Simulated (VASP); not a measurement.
# ZnS (Cm) in VASP: further runs

Runs on ZnS. Level: PBE. Tasks: single point.

Everything below comes from runs of VASP 6.6.1. Logs are shortened: lines on timing, memory, paths and dates and some standing lists are left out, and cuts for length are marked.

### 1 The cell of the first run

The structure is monoclinic, space group Cm (No. 8). The conventional cell has a = 6.625 Å, b = 3.825 Å, c = 3.825 Å, α = 90.00°, β = 125.26°, γ = 90.00°. Zn (site symmetry m) has 4 S at 2.29 to 2.39 Å within 3.0 Å. Within 3.0 Å of S (site symmetry m) lie 4 Zn at 2.29 to 2.39 Å.

### 2 Single point, PBE

The input, INCAR:

```
SYSTEM = ZnS
  PREC = Accurate
  ENCUT = 520
  EDIFF = 1E-6
  ISMEAR = 0
  SIGMA = 0.05
  LREAL = .False.
  LASPH = .True.
  NELM = 80
  ALGO = Normal
  ISIF = 2
  LWAVE = .False.
  LCHARG = .False.
  GGA = PE
  NBANDS = 16
```

The input, KPOINTS:

```
regular mesh
0
Gamma
  10 10 10
  0 0 0
```

The input, POSCAR:

```
ZnS
1.0
    0.0000000000      2.7046500000      2.7046500000
    2.7046500000      0.0000000000      2.7046500000
    2.7046500000      2.7046500000      0.0000000000
Zn S
1 1
Direct
    0.0000000000      0.0000000000      0.0000000000
    0.7336599287      0.7500000000      0.7500000000
```

Potentials or basis: VASP PAW PBE potentials, release 64 (Zn, S).

Command:

```console
cat potpaw_PBE.64/Zn/POTCAR potpaw_PBE.64/S/POTCAR > POTCAR
mpirun -np 1 vasp_std > vasp.out
```

OUTCAR:

```text
SYSTEM = ZnS
   PREC = Accurate
   ENCUT = 520
   EDIFF = 1E-6
   ISMEAR = 0
   LREAL = .False.
   LASPH = .True.
   NELM = 80
   ISIF = 2
   GGA = PE

 ion  position               nearest neighbor table
   1  0.000  0.000  0.000-   2 2.29   2 2.34   2 2.34   2 2.39
   2  0.734  0.750  0.750-   1 2.29   1 2.34   1 2.34   1 2.39

  LATTYP: Found a face centered cubic cell.
 ALAT       =     5.4093000000

  Lattice vectors:

 A1 = (   0.0000000000,   2.7046500000,   2.7046500000)
 A2 = (   2.7046500000,   0.0000000000,   2.7046500000)
 A3 = (   2.7046500000,   2.7046500000,   0.0000000000)

Analysis of symmetry for initial positions (statically):
=====================================================================
 Subroutine PRICEL returns:
 Original cell was already a primitive cell.

 Routine SETGRP: Setting up the symmetry group for a
 face centered cubic supercell.

 Subroutine GETGRP returns: Found  2 space group operations
 (whereof  2 operations were pure point group operations)
 out of a pool of 48 trial point group operations.

The static configuration has the point symmetry C_1h.

Analysis of symmetry for dynamics (positions and initial velocities):
=====================================================================
 Subroutine PRICEL returns:
 Original cell was already a primitive cell.

 Routine SETGRP: Setting up the symmetry group for a
 face centered cubic supercell.

 Subroutine GETGRP returns: Found  2 space group operations
 (whereof  2 operations were pure point group operations)
 out of a pool of 48 trial point group operations.

The dynamic configuration has the point symmetry C_1h.

 Subroutine INISYM returns: Found  2 space group operations
 (whereof  2 operations are pure point group operations),
 and found     1 'primitive' translations

----------------------------------------------------------------------------------------

                                     Primitive cell

  volume of cell :      39.5697

  direct lattice vectors                    reciprocal lattice vectors
     0.000000000  2.704650000  2.704650000    -0.184866803  0.184866803  0.184866803
     2.704650000  0.000000000  2.704650000     0.184866803 -0.184866803  0.184866803
     2.704650000  2.704650000  0.000000000     0.184866803  0.184866803 -0.184866803

  length of vectors
     3.824952711  3.824952711  3.824952711     0.320198696  0.320198696  0.320198696

  position of ions in fractional coordinates (direct lattice)
     0.000000000  0.000000000  0.000000000
     0.733659929  0.750000000  0.750000000

  ion indices of the primitive-cell ions
   primitive index   ion index
                 1           1
                 2           2

----------------------------------------------------------------------------------------

 KPOINTS: regular mesh

Automatic generation of k-mesh.
 Grid dimensions read from file:
 generate k-points for:   10   10   10

 Generating k-lattice:

  Cartesian coordinates                     Fractional coordinates (reciprocal lattice)
    -0.018486680  0.018486680  0.018486680     0.100000000  0.000000000  0.000000000
     0.018486680 -0.018486680  0.018486680     0.000000000  0.100000000  0.000000000
     0.018486680  0.018486680 -0.018486680     0.000000000  0.000000000  0.100000000

  Length of vectors
     0.032019870  0.032019870  0.032019870

  Shift w.r.t. Gamma in fractional coordinates (k-lattice)
     0.000000000  0.000000000  0.000000000

 Subroutine IBZKPT returns following result:
 ===========================================

 Found    282 irreducible k-points:

 Following reciprocal coordinates:
            Coordinates               Weight
  0.000000  0.000000  0.000000      1.000000
  0.100000  0.000000  0.000000      2.000000
  0.000000  0.100000  0.000000      4.000000
  0.100000  0.100000  0.100000      2.000000
  0.200000  0.000000  0.000000      2.000000
  0.000000  0.200000  0.000000      4.000000
[... 16 lines left out ...]
  0.200000  0.100000  0.200000      4.000000
  0.100000 -0.100000 -0.100000      2.000000
 [... further k-points ...]
   k-points           NKPTS =    282   k-points in BZ     NKDIM =    282   number of bands    NBANDS=     16
   number of dos      NEDOS =    301   number of ions     NIONS =      2
   total plane-waves  NPLWV =  21952
   dimension x,y,z NGX =    28 NGY =   28 NGZ =   28
   dimension x,y,z NGXF=    56 NGYF=   56 NGZF=   56
   ions per type =               1   1
   NGX,Y,Z   is equivalent  to a cutoff of  12.17, 12.17, 12.17 a.u.
   NGXF,Y,Z  is equivalent  to a cutoff of  24.34, 24.34, 24.34 a.u.
 SYSTEM =  ZnS
   PREC   = accura    normal or accurate (medium, high low for compatibility)
   ISTART =      0    job   : 0-new  1-cont  2-samecut
   ICHARG =      2    charge: 1-file 2-atom 10-const
   ISPIN  =      1    spin polarized calculation?
   LNONCOLLINEAR =      F non collinear calculations
   LSORBIT =      F    spin-orbit coupling
   LASPH  =      T    aspherical Exc in radial PAW
   ENCUT  =  520.0 eV  38.22 Ry    6.18 a.u.   7.11  7.11  7.11*2*pi/ulx,y,z
   NELM   =     80;   NELMIN=  2; NELMDL= -5     # of ELM steps
   EDIFF  = 0.1E-05   stopping-criterion for ELM
   LREAL  =      F    real-space projection
   EDIFFG = 0.1E-04   stopping-criterion for IOM
   NSW    =      0    number of steps for IOM
   IBRION =     -1    ionic relax: 0-MD 1-quasi-New 2-CG
   NFREE  =      0    steps in history (QN), initial steepest desc. (CG)
   ISIF   =      2    stress and relaxation
   ISYM   =      2    0-nonsym 1-usesym 2-fastsym
   POTIM  = 0.5000    time-step for ionic-motion
   TEBEG  =    0.0;   TEEND  =   0.0 temperature during run
   PSTRESS=    0.0 pullay stress
   NELECT =      18.0000    total number of electrons
   NUPDOWN=      -1.0000    fix difference up-down
   EMIN   =  10.00;   EMAX   =-10.00  energy-range for DOS
   EFERMI =   0.00;   METHOD = LEGACY
   ISMEAR =     0;   SIGMA  =   0.05  broadening in eV -4-tet -1-fermi 0-gaus
   EFERMI_NEDOS =   21; number of points for ismear=-14 and -15
   IALGO  =     38    algorithm
   IMIX   =      4    mixing-type and parameters
     AMIX     =   0.40;   BMIX     =  1.00
     AMIX_MAG =   1.60;   BMIX_MAG =  1.00
  volume/ion in A,a.u.               =      19.78       133.51
  Fermi-wavevector in a.u.,A,eV,Ry     =   1.259055  2.379268 21.568210  1.585219
  Thomas-Fermi vector in A             =   2.392634
   LORBIT       =      0    0 simple, 1 ext, 2 COOP (PROOUT), +10 PAW based schemes
   GGA     = PE    functional components
   LHFCALC =     F    Hartree Fock is set to
   AEXX    =    0.0000 exact exchange contribution
   IVDW    =     0    specifies the selected vdW correction
   LEPSILON=     F    determine dielectric tensor
   LRPA    =     F    only Hartree local field effects (RPA)
 non-spin polarized calculation
 Gauss-broadening in eV      SIGMA  =   0.05
  energy-cutoff  :      520.00
  volume of cell :       39.57
 maximum number of plane-waves:      1090
   NGX = 15   NGY = 15   NGZ = 15

 number of electron      17.9999998 magnetization

 Free energy of the ion-electron system (eV)
  ---------------------------------------------------
  ext. energy  EPLUGINS =         0.00000000
  ---------------------------------------------------
  free energy    TOTEN  =        -6.83723482 eV

  energy without entropy =       -6.83723482  energy(sigma->0) =       -6.83723482

 E-fermi :   2.4191     XC(G=0):  -9.6164

 val. band max:        2.1267954326   @ k =   0.0000   0.0000   0.0000
 cond. band min:       4.1829026001   @ k =   0.0000   0.0000   0.0000
 fundamental gap:      2.0561071676
 Fermi energy:         2.4190686959

 k-point     1 :       0.0000    0.0000    0.0000
  band No.  band energies     occupation
      1     -11.0443      2.00000
      2      -4.3002      2.00000
      3      -4.2553      2.00000
      4      -4.2099      2.00000
      5      -3.7605      2.00000
      6      -3.7599      2.00000
[... 8 lines left out ...]
     15      13.8371      0.00000
     16      13.9221      0.00000

 k-point     2 :       0.1000    0.0000    0.0000
  band No.  band energies     occupation
      1     -10.9678      2.00000
      2      -4.3010      2.00000
      3      -4.2386      2.00000
      4      -4.1956      2.00000
      5      -3.7624      2.00000
      6      -3.7620      2.00000
[... 8 lines left out ...]
     15      13.3772      0.00000
     16      14.4966      0.00000

 k-point     3 :       0.0000    0.1000    0.0000
  band No.  band energies     occupation
      1     -10.9691      2.00000
      2      -4.2890      2.00000
      3      -4.2498      2.00000
      4      -4.1992      2.00000
      5      -3.7618      2.00000
      6      -3.7610      2.00000
[... 8 lines left out ...]
     15      13.3972      0.00000
     16      14.5144      0.00000

 k-point     4 :       0.1000    0.1000    0.1000
  band No.  band energies     occupation
      1     -10.9705      2.00000
      2      -4.2879      2.00000
      3      -4.2444      2.00000
      4      -4.2082      2.00000
      5      -3.7613      2.00000
      6      -3.7603      2.00000
[... 8 lines left out ...]
     15      13.4157      0.00000
     16      14.5336      0.00000
[... 324 lines left out ...]
 k-point    22 :       0.1000    0.1000   -0.1000
  band No.  band energies     occupation
      1     -10.7796      2.00000
      2      -4.2840      2.00000
      3      -4.2168      2.00000
      4      -4.1579      2.00000
      5      -3.7793      2.00000
      6      -3.7478      2.00000
[... 8 lines left out ...]
     15      13.8135      0.00000
     16      15.4984      0.00000

 k-point    23 :       0.2000    0.1000    0.2000
  band No.  band energies     occupation
      1     -10.7833      2.00000
      2      -4.2779      2.00000
      3      -4.2227      2.00000
      4      -4.1658      2.00000
      5      -3.7775      2.00000
      6      -3.7458      2.00000
[... 8 lines left out ...]
     15      13.8649      0.00000
     16      15.5307      0.00000

 k-point    24 :       0.1000   -0.1000   -0.1000
  band No.  band energies     occupation
      1     -10.7768      2.00000
      2      -4.2994      2.00000
      3      -4.1879      2.00000
      4      -4.1660      2.00000
      5      -3.7813      2.00000
      6      -3.7487      2.00000
[... 8 lines left out ...]
     15      13.7825      0.00000
     16      15.5060      0.00000

 [... further k-points ...]

------------------------ aborting loop because EDIFF is reached ----------------------------------------

  FORCE on cell =-STRESS in cart. coord.  units (eV):
  Direction    XX          YY          ZZ          XY          YZ          ZX
  --------------------------------------------------------------------------------------
  -------------------------------------------------------------------------------------
  Total        0.4225557      0.4060669      0.4060669     -0.2518409      0.0409984     -0.2518409
  in kB       17.1092656     16.4416317     16.4416317    -10.1970296      1.6600241    -10.1970285
  external PRESSURE =      16.6641763 kB  Pullay stress =       0.0000000 kB

 VOLUME and BASIS-vectors are now :
 -----------------------------------------------------------------------------
  energy-cutoff  :      520.00
  volume of cell :       39.57
      direct lattice vectors                 reciprocal lattice vectors
     0.000000000  2.704650000  2.704650000    -0.184866803  0.184866803  0.184866803
     2.704650000  0.000000000  2.704650000     0.184866803 -0.184866803  0.184866803
     2.704650000  2.704650000  0.000000000     0.184866803  0.184866803 -0.184866803

 POSITION                                       TOTAL-FORCE (eV/Angst)
 -----------------------------------------------------------------------------------
      0.00000      0.00000      0.00000         0.044956     -0.256629     -0.256629
      4.05697      4.01278      4.01278        -0.044956      0.256629      0.256629
 -----------------------------------------------------------------------------------
    total drift:                                0.000017      0.000103      0.000103

  FREE ENERGIE OF THE ION-ELECTRON SYSTEM (eV)
  ---------------------------------------------------
  free  energy   TOTEN  =        -6.8372348242 eV

  energy  without entropy=       -6.8372348242  energy(sigma->0) =       -6.83723482
```

Run time: 2.7 min. Hardware: 1 thread of Intel Xeon 8259CL, shared host; peak memory 0.29 GiB.

Results:

| Item | Value |
| --- | --- |
| Free energy | -6.8372 eV |
| Pressure | 1.7 GPa |
| Largest force | 0.366 eV/Å |
| Band gap on the k mesh | 2.06 eV |

Forces on the atoms (eV/Å):
```
Zn   0.045 -0.257 -0.257
S   -0.045  0.257  0.257
```

Stress tensor (GPa, compression positive):
```
 1.71 -1.02 -1.02
-1.02  1.64  0.17
-1.02  0.17  1.64
```

Caveat: the cell differs from its parent crystal (all S atoms moved +0.062 Å, as atom 2 towards its neighbour atom 2 (S) at 3.825 Å).

### 3 Single point, PBE

The input, INCAR:

```
PREC     = Accurate       # precision mode
ENCUT    = 520            # plane-wave cutoff, eV
EDIFF    = 1E-6           # SCF threshold, eV
ISMEAR   = 0              # smearing method
SIGMA    = 0.05           # smearing width, eV
LREAL    = False          # projectors in reciprocal space
LASPH    = True           # aspherical terms in the spheres
NELM     = 60             # most SCF steps
ALGO     = Normal         # electronic algorithm
ISIF     = 2              # what is computed and relaxed
LWAVE    = False          # write WAVECAR
LCHARG   = False          # write CHGCAR
GGA      = PE             # functional
NBANDS   = 16             # bands
```

The input, KPOINTS:

```
regular mesh
0
Gamma
  10 10 10
```

Changes to POSCAR since step 2:

```diff
@@ -9,2 +9,2 @@
     0.0000000000      0.0000000000      0.0000000000
-    0.7336599287      0.7500000000      0.7500000000
+    0.7401959572      0.7500000000      0.7500000000
```

Potentials or basis: VASP PAW PBE potentials, release 64 (Zn, S).

Command:

```console
cat potpaw_PBE.64/Zn/POTCAR potpaw_PBE.64/S/POTCAR > POTCAR
mpirun -np 1 vasp_std > vasp.out
```

OUTCAR:

```text
PREC = Accurate
   ENCUT = 520
   EDIFF = 1E-6
   ISMEAR = 0
   LREAL = False
   LASPH = True
   NELM = 60
   ISIF = 2
   GGA = PE

 ion  position               nearest neighbor table
   1  0.000  0.000  0.000-   2 2.31   2 2.34   2 2.34   2 2.37
   2  0.740  0.750  0.750-   1 2.31   1 2.34   1 2.34   1 2.37

  LATTYP: Found a face centered cubic cell.
 ALAT       =     5.4093000000

  Lattice vectors:

 A1 = (   0.0000000000,   2.7046500000,   2.7046500000)
 A2 = (   2.7046500000,   0.0000000000,   2.7046500000)
 A3 = (   2.7046500000,   2.7046500000,   0.0000000000)

Analysis of symmetry for initial positions (statically):
=====================================================================
 Subroutine PRICEL returns:
 Original cell was already a primitive cell.

 Routine SETGRP: Setting up the symmetry group for a
 face centered cubic supercell.

 Subroutine GETGRP returns: Found  2 space group operations
 (whereof  2 operations were pure point group operations)
 out of a pool of 48 trial point group operations.

The static configuration has the point symmetry C_1h.

Analysis of symmetry for dynamics (positions and initial velocities):
[... 159 lines left out ...]
 E-fermi :   2.3189     XC(G=0):  -9.6165

 val. band max:        2.1095065118   @ k =   0.0000   0.0000   0.0000
 cond. band min:       4.1813994567   @ k =   0.0000   0.0000   0.0000
 fundamental gap:      2.0718929449
 Fermi energy:         2.3189197317

 k-point     1 :       0.0000    0.0000    0.0000
  band No.  band energies     occupation
      1     -11.0418      2.00000
      2      -4.2777      2.00000
      3      -4.2507      2.00000
      4      -4.2234      2.00000
      5      -3.7559      2.00000
      6      -3.7557      2.00000
[... 433 lines left out ...]
      3      -4.1867      2.00000
      4      -4.1764      2.00000
      5      -3.7760      2.00000
      6      -3.7435      2.00000
[... 8 lines left out ...]
     15      13.8044      0.00000
     16      15.5209      0.00000

 [... further k-points ...]

------------------------ aborting loop because EDIFF is reached ----------------------------------------

  FORCE on cell =-STRESS in cart. coord.  units (eV):
  Direction    XX          YY          ZZ          XY          YZ          ZX
  --------------------------------------------------------------------------------------
  -------------------------------------------------------------------------------------
  Total        0.3945488      0.3885910      0.3885910     -0.1503246      0.0148548     -0.1503246
  in kB       15.9752643     15.7340335     15.7340335     -6.0866378      0.6014695     -6.0866363
  external PRESSURE =      15.8144438 kB  Pullay stress =       0.0000000 kB

 VOLUME and BASIS-vectors are now :
 -----------------------------------------------------------------------------
  energy-cutoff  :      520.00
  volume of cell :       39.57
      direct lattice vectors                 reciprocal lattice vectors
     0.000000000  2.704650000  2.704650000    -0.184866803  0.184866803  0.184866803
     2.704650000  0.000000000  2.704650000     0.184866803 -0.184866803  0.184866803
     2.704650000  2.704650000  0.000000000     0.184866803  0.184866803 -0.184866803

 POSITION                                       TOTAL-FORCE (eV/Angst)
 -----------------------------------------------------------------------------------
      0.00000      0.00000      0.00000         0.016179     -0.153328     -0.153328
      4.05697      4.03046      4.03046        -0.016179      0.153328      0.153328
 -----------------------------------------------------------------------------------
    total drift:                                0.000003      0.000056      0.000056

  FREE ENERGIE OF THE ION-ELECTRON SYSTEM (eV)
  ---------------------------------------------------
  free  energy   TOTEN  =        -6.8444785247 eV

  energy  without entropy=       -6.8444785247  energy(sigma->0) =       -6.84447852
```

OSZICAR:

```text
N       E                     dE             d eps       ncg     rms          rms(c)
DAV:   1     0.888237709758E+02    0.88824E+02   -0.89380E+03  9072   0.135E+03
DAV:   2    -0.151770390606E+01   -0.90341E+02   -0.84488E+02 10280   0.258E+02
DAV:   3    -0.721247298367E+01   -0.56948E+01   -0.56711E+01 11320   0.635E+01
DAV:   4    -0.727178673361E+01   -0.59314E-01   -0.59301E-01 11000   0.670E+00
DAV:   5    -0.727248573926E+01   -0.69901E-03   -0.69899E-03 11616   0.697E-01    0.685E+00
DAV:   6    -0.686495309880E+01    0.40753E+00   -0.73618E-01 13752   0.300E+01    0.535E+00
DAV:   7    -0.684478864755E+01    0.20164E-01   -0.25063E-01 10984   0.450E+00    0.272E+00
DAV:   8    -0.684406774777E+01    0.72090E-03   -0.50835E-03 11592   0.853E-01    0.712E-01
DAV:   9    -0.684431491538E+01   -0.24717E-03   -0.12365E-03 11248   0.281E-01    0.988E-02
DAV:  10    -0.684448696548E+01   -0.17205E-03   -0.23616E-04 11392   0.129E-01    0.502E-02
DAV:  11    -0.684447796769E+01    0.89978E-05   -0.31823E-05 10128   0.695E-02    0.789E-03
DAV:  12    -0.684447852471E+01   -0.55703E-06   -0.38725E-06 12032   0.203E-02
   1 F= -.68444785E+01 E0= -.68444785E+01  d E =-.683340E-12
```

Wall time 2.7 min (1 thread of Intel Xeon 8259CL, shared host); peak memory 0.29 GiB.

Results:

* Free energy: -6.8445 eV
* Pressure: 1.6 GPa
* Largest force: 0.217 eV/Å
* Band gap on the k mesh: 2.07 eV

Forces in eV/Å, atoms in the order of the input:
```
Zn   0.016 -0.153 -0.153
S   -0.016  0.153  0.153
```

Stress tensor (GPa, compression positive):
```
 1.60 -0.61 -0.61
-0.61  1.57  0.06
-0.61  0.06  1.57
```

Levels at points of the mesh, in eV from the valence-band top:
```
           k point  band 6  band 7  band 8  band 9  band 10  band 11  band 12  band 13
(0.00, 0.00, 0.00)   -5.87   -0.07   -0.03    0.00     2.07     6.35     6.37     6.39
(0.50, 0.00, 0.00)   -5.67   -5.38   -0.94   -0.87     3.32     6.87     7.00     8.87
(0.00, 0.50, 0.00)   -5.66   -5.30   -0.95   -0.83     3.27     6.79     7.01     8.83
(0.50, 0.50, 0.50)   -5.66   -5.22   -0.91   -0.84     3.23     6.79     6.92     8.80
(0.50, 0.50, 0.00)   -5.65   -4.58   -2.25   -2.23     3.38     4.05    10.93    11.88
(0.00, 0.50, 0.50)   -5.65   -4.58   -2.24   -2.23     3.38     4.04    10.93    11.92
```

Caveat: the cell differs from its parent crystal (all S atoms moved +0.037 Å, as atom 2 towards its neighbour atom 2 (S) at 3.825 Å).
